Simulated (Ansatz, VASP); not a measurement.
# Two plane-wave programs on Sc2GeSe

File INCAR:

```
SYSTEM = Sc2GeSe
ALGO = Normal ; EDIFF = 1E-6
EDIFFG = -0.04 ; ENCUT = 600
GGA = PE ; IBRION = 2
ISIF = 3 ; ISMEAR = 0
LASPH = .True. ; LCHARG = .False.
LREAL = .False. ; LWAVE = .False.
NELM = 100 ; NSW = 90
PREC = Accurate ; SIGMA = 0.1
```

KPOINTS

```
k-points
0
Gamma
  6 6 4
  0 0 0
```

POSCAR

```
Sc2GeSe
1.0
    4.6256105500      0.0000000000      0.0000000000
   -2.3128052800      4.0058962500      0.0000000000
    0.0000000000      0.0000000000      4.3940609500
Sc Ge Se
2 1 1
Direct
    0.3333333300      0.6666666700      0.7138969500
    0.6666666700      0.3333333300      0.7138969500
    0.0000000000      0.0000000000      0.8399806900
    0.0000000000      0.0000000000      0.3031666400
```

Input for Ansatz:

```yaml
crystal:
  lattice:
    - [4.62561055, 0.0, 0.0]
    - [-2.31280528, 4.00589625, 0.0]
    - [0.0, 0.0, 4.39406095]
  atoms:
    - { symbol: Sc, position: [0.33333333, 0.66666667, 0.71389695] }
    - { symbol: Sc, position: [0.66666667, 0.33333333, 0.71389695] }
    - { symbol: Ge, position: [0.0, 0.0, 0.83998069] }
    - { symbol: Se, position: [0.0, 0.0, 0.30316664] }
basis:
  ecutwfc: 420
kpoints:
  mp_grid: { grid: [6, 6, 4] }
hamiltonian:
  xc: pbe
scf:
  occupations: { method: gaussian, width: 0.1 }
  lower_state_search: "off"
output:
  forces: true
  stress: true
  eigenvalues: true
relax:
  adjacent_minimum: "off"
  f_tol: 0.04
  max_steps: 70
  cell: { stress_tol: 0.4 }
```

Alike in both runs: task relaxation of cell and atoms; functional PBE; k mesh 6 × 6 × 4; occupations gaussian, width 0.1 eV; no spin polarisation.

|  | VASP | Ansatz |
| --- | --- | --- |
| version | VASP 6.6.1 | Ansatz 0.2.0 |
| potentials or method | VASP PAW PBE potentials, release 64 (Sc_sv, Ge_d, Se), cutoff 600 eV | scalar-relativistic, plane waves, PAW |
| valence electrons in the cell | 42 | 52 |

```csv
,VASP,Ansatz,Ansatz less VASP
"gap on the k mesh at the Fermi level, each at its own relaxed structure (eV)",none,none,-
relaxed volume (Å³/atom),25.70,25.62,-0.089
relaxed cell length with the largest relative difference (Å),4.610,4.602,-0.0084
```

A gap of «none» marks a metal or a gap that the smearing closes. VASP's potentials hold 42 valence electrons a cell and Ansatz's 52, so a difference there can come from the potentials and not from the codes.

Noted on VASP's run: the volume moved by over 15 % at a fixed basis, so the end points are rough.
